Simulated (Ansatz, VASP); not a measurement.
Two plane-wave programs on Si

```
Si
1.0
     0.08139    2.72212    2.72212
     2.72212    0.08139    2.72212
     2.80351    2.80351    0.00000
Si
2
Direct
  0.24625 0.24625 0.25375
  0.00375 0.00375 0.99625
```

Change from the starting cell: shear_xy strain +6.0%.

Alike in both runs: task single point; functional HSE06; k mesh 6 × 6 × 6; occupations fermi-dirac, width 0.02 eV; no spin polarisation.

|  | VASP | Ansatz |
| --- | --- | --- |
| version | VASP 6.6.1 | Ansatz 0.2.0 |
| potentials or method | VASP PAW PBE potentials, release 64 (Si) | plane waves, PAW |
| plane-wave cutoff (eV) | 520 | 420 |
| valence electrons in the cell | 8 | 8 |

```tsv
	VASP	Ansatz	Ansatz less VASP
pressure (GPa)	-0.4	-0.1	+0.33
traceless stress, the component that is largest in VASP (GPa)	-4.91	-4.88	+0.029
rms of the force components (eV/Å)	0.005	0.000	-0.0044
```

Atom by atom the forces differ by 0.004 eV/Å (rms over components). Ansatz's warnings: stress exchange threshold loose, stress scf threshold loose.
